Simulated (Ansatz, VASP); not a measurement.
**HfC in VASP and in Ansatz**

```xyz
2
Lattice="0.0000 2.2553 2.3250 2.2553 0.0000 2.3250 2.2553 2.2553 0.0000" Properties=species:S:1:pos:R:3 pbc="T T T"
Hf    2.2553    2.2553    2.3250
C     0.0000    0.0000    0.0000
```

Change from the starting cell: equal xx and yy strain of -3 %.

Alike in both runs: task single point; functional PBEsol; k mesh 15 × 15 × 15; occupations fermi-dirac, width 0.05 eV; no spin polarisation.

|  | VASP | Ansatz |
| --- | --- | --- |
| version | VASP 6.6.1 | Ansatz 0.2.0 |
| potentials or method | VASP PAW PBE potentials, release 64 (Hf_pv, C), cutoff 520 eV | all-electron LAPW, scalar-relativistic |

Ansatz gave:

| Property | Result |
| --- | --- |
| pressure (GPa) | 9.3 |
| traceless stress, the component that is largest in VASP (GPa) | -9.68 |

**Question.** What did VASP give for the same quantities?

**Answer.** Pressure (GPa): 9.1; traceless stress, the component that is largest in VASP (GPa): -9.89.

VASP's potentials were made for PBE, not for PBEsol. Ansatz ran all-electron here, and VASP with PAW potentials.

Neither program's run includes spin-orbit coupling.
